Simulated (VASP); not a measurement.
A run of VASP 6.6.1 is set up as follows.

File INCAR:

```
ALGO     = Normal         # electronic algorithm
EDIFF    = 1E-6           # SCF threshold, eV
ENCUT    = 520            # plane-wave cutoff, eV
GGA      = PE             # functional
ISIF     = 2              # what is computed and relaxed
ISMEAR   = -1             # smearing method
LASPH    = T              # aspherical terms in the spheres
LCHARG   = F              # write CHGCAR
LREAL    = F              # projectors in reciprocal space
LWAVE    = F              # write WAVECAR
NBANDS   = 35             # bands
NELM     = 80             # most SCF steps
PREC     = Accurate       # precision mode
SIGMA    = 0.05           # smearing width, eV
```

Contents of KPOINTS:

```
k-points
0
Gamma
  6 6 8
```

POSCAR

```
SnO2
1.0
    4.8270054349      0.0000000000      0.0000000000
    0.0000000000      4.8270054349      0.0000000000
    0.0000000000      0.0000000000      3.2382817878
Sn O
2 4
Direct
    0.5000000000      0.5000000000      0.5000000000
    0.0000000000      0.0000000000      0.0000000000
    0.8065725155      0.1934274845      0.5000000000
    0.6934274845      0.6934274845      0.0000000000
    0.1934274845      0.8065725155      0.5000000000
    0.3065725155      0.3065725155      0.0000000000
```

Potentials or basis: VASP PAW PBE potentials, release 64 (Sn_d, O).

The run is started by

```bash
$ cat potpaw_PBE.64/Sn_d/POTCAR potpaw_PBE.64/O/POTCAR > POTCAR
$ mpirun -np 1 vasp_std > vasp.out
```

(1) What does it give for the pressure?

(2) Estimate the band gap on the k mesh.

## Answers

(1) 0.6 GPa.

(2) 0.67 eV.

Caveat: spin-orbit coupling is left out, which moves the levels of the heavy elements.
